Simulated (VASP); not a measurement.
The system is Al2O3.

```
Al O
1.0
     2.88432    0.00000    0.00000
    -1.44216    2.49790    0.00000
     0.00000    0.00000    9.33675
Al O
2 3
Cartesian
  0.0000 0.0000 7.9363
  0.0000 0.0000 1.4004
  0.0000 1.6653 7.2610
  1.4422 0.8326 0.0000
  0.0000 1.6653 2.0757
```

Base run:

```yaml
Program: VASP 6.6.1
Functional: PBEsol
Potentials_or_basis: VASP PAW PBE potentials, release 64 (Al, O)
Cutoff: 520 eV
k_mesh: 11 × 11 × 3
Occupations: fermi-dirac, width 0.05 eV
Spin: no spin polarisation
```

Its results: band gap on the k mesh 4.74 eV, indirect (least direct gap 4.98 eV); pressure -2.8 GPa; largest force 0.143 eV/Å.

The run is repeated on the same cell with these changes: functional from PBEsol to PBE. What comes out?

Band gap on the k mesh 4.77 eV, indirect (least direct gap 5.01 eV); pressure 0.1 GPa; largest force 0.012 eV/Å.

PBE binds less tightly than PBEsol, so the same cell stands under more pressure.

Caveats: the PAW data sets were made with another functional, which shifts forces and pressure a little (some runs).

A k mesh can miss the band edges.
